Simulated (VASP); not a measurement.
# Te2Mo (Fd-3m) in VASP: further runs, part 2 of 2

VASP 6.6.1. Earlier steps stand in the parts before.

### Step 3. Relaxation of cell and atoms, PBE

This run uses another cell than the first one, of 27.02 Å³/atom.

The input, INCAR:

```
SYSTEM = Te2Mo
ALGO = Normal
EDIFF = 1E-7
EDIFFG = -0.04
ENCUT = 600
GGA = PE
IBRION = 2
ISIF = 3
ISMEAR = 0
LASPH = .TRUE.
LCHARG = .FALSE.
LREAL = .FALSE.
LWAVE = .FALSE.
NELM = 60
NSW = 90
PREC = Accurate
SIGMA = 0.1
```

The input, KPOINTS:

```
k-points
0
G
  4 4 4
  0 0 0
```

The input, POSCAR:

```
Te2Mo
1.0
    0.0000000000      4.3280463014      4.3280463014
    4.3280463014      0.0000000000      4.3280463014
    4.3280463014      4.3280463014      0.0000000000
Te Mo
4 2
Direct
    0.6250000000      0.6250000000      0.6250000000
    0.1250000000      0.6250000000      0.6250000000
    0.6250000000      0.6250000000      0.1250000000
    0.6250000000      0.1250000000      0.6250000000
    0.0000000000      0.0000000000      0.0000000000
    0.2500000000      0.2500000000      0.2500000000
```

Potentials or basis: VASP PAW PBE potentials, release 64 (Te, Mo_sv).

Command:

```console
$ cat potpaw_PBE.64/Te/POTCAR potpaw_PBE.64/Mo_sv/POTCAR > POTCAR
$ mpirun -np 1 vasp_std > vasp.out
```

OUTCAR:

```text
SYSTEM = Te2Mo
   EDIFF = 1E-7
   EDIFFG = -0.04
   ENCUT = 600
   GGA = PE
   IBRION = 2
   ISIF = 3
   ISMEAR = 0
   LASPH = .TRUE.
   LREAL = .FALSE.
   NELM = 60
   NSW = 90
   PREC = Accurate

 ion  position               nearest neighbor table
   1  0.625  0.625  0.625-   2 3.06   3 3.06   4 3.06   3 3.06   4 3.06   2 3.06
   2  0.125  0.625  0.625-   1 3.06   3 3.06   4 3.06   1 3.06   3 3.06   4 3.06
   3  0.625  0.625  0.125-   1 3.06   1 3.06   2 3.06   4 3.06   4 3.06   2 3.06
   4  0.625  0.125  0.625-   1 3.06   3 3.06   1 3.06   2 3.06   3 3.06   2 3.06
   5  0.000  0.000  0.000-
   6  0.250  0.250  0.250-

  LATTYP: Found a face centered cubic cell.
 ALAT       =     8.6560926028

  Lattice vectors:

 A1 = (   0.0000000000,   4.3280463014,   4.3280463014)
 A2 = (   4.3280463014,   0.0000000000,   4.3280463014)
 A3 = (   4.3280463014,   4.3280463014,   0.0000000000)

Analysis of symmetry for initial positions (statically):
=====================================================================
 Subroutine PRICEL returns:
 Original cell was already a primitive cell.

 Routine SETGRP: Setting up the symmetry group for a
 face centered cubic supercell.

 Subroutine GETGRP returns: Found 48 space group operations
[... 150 lines left out ...]
--------------------------------------- Ionic step        1  -------------------------------------------

 number of electron      51.9999996 magnetization

 Free energy of the ion-electron system (eV)
  ---------------------------------------------------
  ext. energy  EPLUGINS =         0.00000000
  ---------------------------------------------------
  free energy    TOTEN  =       -23.42487019 eV

  energy without entropy =      -23.36485515  energy(sigma->0) =      -23.39486267

------------------------ aborting loop because EDIFF is reached ----------------------------------------

  FORCE on cell =-STRESS in cart. coord.  units (eV):
  Direction    XX          YY          ZZ          XY          YZ          ZX
  --------------------------------------------------------------------------------------
  -------------------------------------------------------------------------------------
  Total       -5.0646747     -5.0646747     -5.0646747     -0.0000000      0.0000000     -0.0000000
  in kB      -50.0445106    -50.0445106    -50.0445106     -0.0000000      0.0000000     -0.0000000
  external PRESSURE =     -50.0445106 kB  Pullay stress =       0.0000000 kB
[... 67 lines left out ...]
--------------------------------------- Ionic step        3  -------------------------------------------

 number of electron      52.0000001 magnetization

 Free energy of the ion-electron system (eV)
  ---------------------------------------------------
  ext. energy  EPLUGINS =         0.00000000
  ---------------------------------------------------
  free energy    TOTEN  =       -23.65565940 eV

  energy without entropy =      -23.60612615  energy(sigma->0) =      -23.63089278

 E-fermi :   9.3257     XC(G=0): -10.7403

 val. band max:        9.3087339490   @ k =   0.2500   0.2500   0.0000
 cond. band min:       9.3541230659   @ k =  -0.2500   0.2500   0.0000
 fundamental gap:      0.0453891168
 Fermi energy:         9.3256825633

 k-point     1 :       0.0000    0.0000    0.0000
  band No.  band energies     occupation
      1     -51.7970      2.00000
      2     -51.7921      2.00000
      3     -25.8658      2.00000
      4     -25.8658      2.00000
      5     -25.8658      2.00000
      6     -25.8398      2.00000
[... 294 lines left out ...]
  FREE ENERGIE OF THE ION-ELECTRON SYSTEM (eV)
  ---------------------------------------------------
  free  energy   TOTEN  =       -23.6556594033 eV

  energy  without entropy=      -23.6061261513  energy(sigma->0) =      -23.63089278

 reached required accuracy - stopping structural energy minimisation
```

OSZICAR:

```text
N       E                     dE             d eps       ncg     rms          rms(c)
DAV:   1     0.394011336347E+03    0.39401E+03   -0.27262E+04   568   0.167E+03
DAV:   2     0.364937952582E+01   -0.39036E+03   -0.38308E+03   576   0.358E+02
DAV:   3    -0.227099719454E+02   -0.26359E+02   -0.25642E+02   643   0.696E+01
[... 39 lines left out ...]
DAV:   9    -0.236556584523E+02    0.34829E-05   -0.73241E-05   659   0.216E-02    0.379E-02
DAV:  10    -0.236556594580E+02   -0.10057E-05   -0.14523E-06   509   0.484E-03    0.957E-03
DAV:  11    -0.236556592897E+02    0.16829E-06   -0.19159E-07   422   0.130E-03    0.863E-03
DAV:  12    -0.236556594295E+02   -0.13980E-06   -0.54942E-08   325   0.895E-04    0.840E-04
DAV:  13    -0.236556594033E+02    0.26288E-07   -0.22421E-08   325   0.573E-04
   3 F= -.23655659E+02 E0= -.23630893E+02  d E =-.230789E+00
```

Wall time 7.5 min (1 thread of Intel Xeon 8259CL, shared host); peak memory 0.38 GiB.

What came out:

```
Free energy                           : -23.6557 eV
Relaxed volume                        : 24.77 Å³/atom
Relaxed cell                          : a = 5.946 Å, b = 5.946 Å, c = 5.946 Å, α = 60.00°, β = 60.00°, γ = 60.00°
Space group after relaxing (to 0.1 Å) : Fd-3m (No. 227)
Energy gained by relaxing             : 38.5 meV/atom
Ionic steps                           : 3
Pressure after relaxing               : 0.0 GPa
Band gap on the k mesh                : zero (bands 26 and 27 overlap by 0.83 eV)
```

The path:
```tsv
step	energy change (eV)	largest force (eV/Å)	pressure (GPa)	volume (Å³)
1	0.0000	0.0000	-5.00	162.15
2	-0.1824	0.0000	2.94	143.13
3	-0.2308	0.0000	0.00	148.61
```

Final structure:
```
Te Mo
1.0
     0.00000    4.20412    4.20412
     4.20412    0.00000    4.20412
     4.20412    4.20412    0.00000
Te Mo
4 2
Direct
  0.62500 0.62500 0.62500
  0.12500 0.62500 0.62500
  0.62500 0.62500 0.12500
  0.62500 0.12500 0.62500
  0.00000 0.00000 0.00000
  0.25000 0.25000 0.25000
```

Levels at points of the mesh, in eV from the Fermi level:
```csv
k point,band 22,band 23,band 24,band 25,band 26,band 27,band 28,band 29,band 30,band 31
"(0.00, 0.00, 0.00)",-0.79,0.14,0.14,0.62,0.62,0.62,0.90,0.90,1.46,1.46
"(0.50, 0.00, 0.00)",-1.78,-0.47,-0.47,-0.33,-0.06,-0.06,0.07,0.07,0.65,0.85
"(0.50, 0.50, 0.00)",-3.02,-1.10,-1.10,-0.19,-0.19,0.10,0.10,0.35,0.35,0.94
```

Caveat: spin-orbit coupling is left out, which moves the levels of the heavy elements.

### Step 4. Relaxation of cell and atoms, PBE

The input, INCAR:

```
SYSTEM = Te2Mo
PREC     = Accurate       ! precision mode
ENCUT    = 600            ! plane-wave cutoff, eV
EDIFF    = 1E-6           ! SCF threshold, eV
ISMEAR   = 0              ! smearing method
SIGMA    = 0.1            ! smearing width, eV
LREAL    = .False.        ! projectors in reciprocal space
LASPH    = .True.         ! aspherical terms in the spheres
NELM     = 60             ! most SCF steps
ALGO     = Normal         ! electronic algorithm
ISIF     = 3              ! what is computed and relaxed
LWAVE    = .False.        ! write WAVECAR
LCHARG   = .False.        ! write CHGCAR
GGA      = PE             ! functional
IBRION   = 2              ! ionic algorithm
NSW      = 100            ! ionic steps
EDIFFG   = -0.01          ! ionic threshold
```

The input, KPOINTS:

```
Automatic mesh
0
Gamma
  8 8 8
  0 0 0
```

The input, POSCAR:

```
Te2Mo
1.0
    0.0000000000      4.2055779821      4.2055779821
    4.2055779821      0.0000000000      4.2055779821
    4.2055779821      4.2055779821      0.0000000000
Te Mo
4 2
Direct
    0.1250000000      0.1250000000      0.1250000000
    0.6250000000      0.1250000000      0.1250000000
    0.1250000000      0.1250000000      0.6250000000
    0.1250000000      0.6250000000      0.1250000000
    0.5000000000      0.5000000000      0.5000000000
    0.7500000000      0.7500000000      0.7500000000
```

Command:

```console
$ cat potpaw_PBE.64/Te/POTCAR potpaw_PBE.64/Mo_sv/POTCAR > POTCAR
$ mpirun -np 1 vasp_std > vasp.out
```

Run time: 7.8 min. Hardware: 1 thread of Intel Xeon 8259CL, shared host; peak memory 0.43 GiB.

It converged, with:

* Free energy: -23.7803 eV
* Relaxed volume: 24.84 Å³/atom
* Relaxed cell: a = 5.951 Å, b = 5.951 Å, c = 5.951 Å, α = 60.00°, β = 60.00°, γ = 60.00°
* Space group after relaxing (to 0.1 Å): Fd-3m (No. 227)
* Energy gained by relaxing: 0.0 meV/atom
* Ionic steps: 2
* Pressure after relaxing: 0.0 GPa
* Band gap on the k mesh: zero (bands 26 and 27 overlap by 0.86 eV)

Final structure:
```
Te Mo
1.0
     0.00000    4.20798    4.20798
     4.20798    0.00000    4.20798
     4.20798    4.20798    0.00000
Te Mo
4 2
Cartesian
  1.0520 1.0520 1.0520
  1.0520 3.1560 3.1560
  3.1560 3.1560 1.0520
  3.1560 1.0520 3.1560
  4.2080 4.2080 4.2080
  6.3120 6.3120 6.3120
```

Levels at points of the mesh, in eV from the Fermi level:
| k point | band 24 | band 25 | band 26 | band 27 | band 28 | band 29 |
| --- | --- | --- | --- | --- | --- | --- |
| (0.00, 0.00, 0.00) | 0.17 | 0.65 | 0.65 | 0.65 | 0.93 | 0.93 |
| (0.50, 0.00, 0.00) | -0.43 | -0.29 | -0.01 | -0.01 | 0.10 | 0.10 |
| (0.50, 0.50, 0.00) | -1.05 | -0.16 | -0.16 | 0.13 | 0.13 | 0.39 |

Caveat: spin-orbit coupling is left out, which moves the levels of the heavy elements.

### Step 5. The runs side by side

| task | cell | k mesh | cutoff (eV) | gap on the mesh (eV) | pressure (GPa) | relaxed volume (Å³/atom) |
| --- | --- | --- | --- | --- | --- | --- |
| single point | a = 5.951 Å, angles 60.0°, 6 atoms | 8 × 8 × 8 | 520 | none | 0.0 | - |
| relaxation of cell and atoms | relaxed from a = 6.121 Å, angles 60.0°, 6 atoms | 4 × 4 × 4 | 600 | none | 0.0 | 24.77 |
| relaxation of cell and atoms | relaxed from a = 5.948 Å, angles 60.0°, 6 atoms | 8 × 8 × 8 | 600 | none | 0.0 | 24.84 |

Alike in all rows: level PBE; potentials or basis VASP PAW PBE potentials, release 64 (Te, Mo_sv); no spin polarisation; smearing gaussian 0.1 eV.

Caveats: spin-orbit coupling is left out, which moves the levels of the heavy elements.

Total energies depend on the potentials used, so only differences within one code and one set of settings carry meaning.

The gap in the log of VASP goes by the Fermi energy; the results here count the filled bands.